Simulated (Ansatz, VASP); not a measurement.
## LaPRuO: VASP beside Ansatz

INCAR

```
SYSTEM = LaPRuO
PREC = Accurate ; ENCUT = 600
EDIFF = 1E-6 ; ISMEAR = 0
SIGMA = 0.1 ; LREAL = .False.
LASPH = .True. ; NELM = 60
ALGO = Normal ; ISIF = 3
LWAVE = .False. ; LCHARG = .False.
GGA = PE ; IBRION = 2
NSW = 100 ; EDIFFG = -0.05
```

The input KPOINTS:

```
Automatic mesh
0
Gamma
  6 6 4
  0 0 0
```

Contents of POSCAR:

```
LaPRuO
1.0
    4.0480000000      0.0000000000      0.0000000000
    0.0000000000      4.0480000000      0.0000000000
    0.0000000000      0.0000000000      8.4100000000
La P Ru O
2 2 2 2
Direct
    0.0000000000      0.5000000000      0.8490630000
    0.5000000000      0.0000000000      0.1509370000
    0.5000000000      0.0000000000      0.6470500000
    0.0000000000      0.5000000000      0.3529500000
    0.0000000000      0.0000000000      0.5000000000
    0.5000000000      0.5000000000      0.5000000000
    0.5000000000      0.5000000000      0.0000000000
    0.0000000000      0.0000000000      0.0000000000
```

Input for Ansatz:

```yaml
crystal:
  lattice:
    - [4.048, 0.0, 0.0]
    - [0.0, 4.048, 0.0]
    - [0.0, 0.0, 8.41]
  atoms:
    - { symbol: La, position: [0.0, 0.5, 0.849063] }
    - { symbol: La, position: [0.5, 0.0, 0.150937] }
    - { symbol: P, position: [0.5, 0.0, 0.64705] }
    - { symbol: P, position: [0.0, 0.5, 0.35295] }
    - { symbol: Ru, position: [0.0, 0.0, 0.5] }
    - { symbol: Ru, position: [0.5, 0.5, 0.5] }
    - { symbol: O, position: [0.5, 0.5, 0.0] }
    - { symbol: O, position: [0.0, 0.0, 0.0] }
basis:
  ecutwfc: 420
kpoints:
  mp_grid: { grid: [6, 6, 4] }
hamiltonian:
  xc: pbe
scf:
  occupations: { method: gaussian, width: 0.1 }
output:
  forces: true
  stress: true
  eigenvalues: true
relax:
  adjacent_minimum: "off"
  f_tol: 0.05
  max_steps: 80
  cell: { stress_tol: 0.5 }
```

Alike in both runs: task relaxation of cell and atoms; functional PBE; k mesh 6 × 6 × 4; occupations gaussian, width 0.1 eV; no spin polarisation.

```csv
,VASP,Ansatz
version,VASP 6.6.1,Ansatz 0.2.0
potentials or method,"VASP PAW PBE potentials, release 64 (La, P, Ru_pv, O), cutoff 600 eV","scalar-relativistic, plane waves, PAW"
valence electrons in the cell,72,76
```

|  | VASP | Ansatz | Ansatz less VASP |
| --- | --- | --- | --- |
| gap on the k mesh at the Fermi level, each at its own relaxed structure (eV) | none | none | - |
| relaxed volume (Å³/atom) | 17.51 | 17.60 | +0.094 |
| relaxed length of the cell vector where the two differ most in proportion (Å) | 8.450 | 8.494 | +0.0433 |

A gap of «none» marks a metal or a gap that the smearing closes. VASP's potentials hold 72 valence electrons a cell and Ansatz's 76, so a difference there can come from the potentials and not from the codes.

Neither program's run includes spin-orbit coupling.
